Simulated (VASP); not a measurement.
Zn: single point with LDA

The system is Zn.

```
Zn
1.0
     2.38102    0.00000    0.00000
     0.00000    2.38102    0.00000
     0.00000    0.00000    2.38102
Zn
1
Direct
  0.00000 0.00000 0.00000
```

This cell differs from its parent crystal: volume scaled by 0.84.

```yaml
Program: VASP 6.6.1
Task: single point
Functional: LDA
Potentials_or_basis: VASP PAW LDA potentials, release 64 (Zn)
Cutoff: 520 eV
k_mesh: 15 × 15 × 15
Occupations: fermi-dirac, width 0.1 eV
Spin: no spin polarisation
Dipole_correction: no
Further_INCAR_settings: ALGO = Normal; EDIFF = 1e-06; NBANDS = 12
```

The pressure is 20.1 GPa and the band gap on the k mesh is zero (band 6 reaches 9.52 eV, above the bottom of band 7 at 1.42 eV).

Levels at points of the mesh, in eV from the Fermi level:
```
           k point  band 4  band 5  band 6  band 7  band 8  band 9
(0.00, 0.00, 0.00)   -7.20   -7.20   -7.20   14.75   14.75   14.75
```

It took 7.1 s on 1 thread of Intel Xeon 6975P-C, with other jobs on the host, peak memory 0.12 GiB.
